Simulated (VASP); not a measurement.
Wanted: the native input for a VASP 6.6.1 run.

* Task: relaxation of cell and atoms
* Functional: PBE
* Potentials or basis: VASP PAW PBE potentials, release 64 (Ni)
* Cutoff: 600 eV
* k mesh: 15 × 15 × 8
* Occupations: fermi-dirac, width 0.05 eV
* Spin: collinear spin, ferromagnetic start
* Starting moments: [1.5, 1.5] μB
* Dipole correction: no
* Further INCAR settings: ALGO = Normal; EDIFF = 1e-06; IBRION = 2; EDIFFG = -0.005; NSW = 100; ISIF = 3

The structure of Ni lies in POSCAR:

```
Ni
1.0
    2.5123336524      0.0000000000      0.0000000000
   -1.2561668262      2.1757447658      0.0000000000
    0.0000000000      0.0000000000      4.0699805169
Ni
2
Direct
    0.3333333333      0.6666666667      0.2500000000
    0.6666666667      0.3333333333      0.7500000000
```

This isn't the form of Ni at room conditions, which is fcc.

The input as run:

INCAR

```
SYSTEM = Ni
PREC = Accurate ; ENCUT = 600
EDIFF = 1E-6 ; ISMEAR = -1
SIGMA = 0.05 ; LREAL = .False.
LASPH = .True. ; NELM = 150
ALGO = Normal ; ISIF = 3
LWAVE = .False. ; LCHARG = .False.
ISPIN = 2 ; MAGMOM = 1.5 1.5
LORBIT = 11 ; LMAXMIX = 4
GGA = PE ; IBRION = 2
NSW = 100 ; EDIFFG = -0.005
```

KPOINTS

```
Automatic mesh
0
Gamma
  15 15 8
  0 0 0
```

Potentials or basis: VASP PAW PBE potentials, release 64 (Ni).

Run with:

```sh
$ cat potpaw_PBE.64/Ni/POTCAR > POTCAR
$ mpirun -np 1 vasp_std > vasp.out
```

It gave:

```json
{
  "Relaxed volume": "10.92 Å³/atom",
  "Relaxed cell": "a = 2.485 Å, b = 2.485 Å, c = 4.084 Å, α = 90.00°, β = 90.00°, γ = 120.00°",
  "Space group after relaxing (to 0.1 Å)": "P6_3/mmc (No. 194)",
  "Energy gained by relaxing": "3.2 meV/atom",
  "Ionic steps": "5",
  "Pressure after relaxing": "0.0 GPa",
  "Net moment": "1.29 μB per cell",
  "Site moments": "Ni +0.66 μB",
  "Valence electrons inside the program's atomic spheres": "Ni 9.30"
}
```

Run time: 8.2 min on 1 thread of Intel Xeon 8259CL (shared host), peak memory 0.22 GiB.
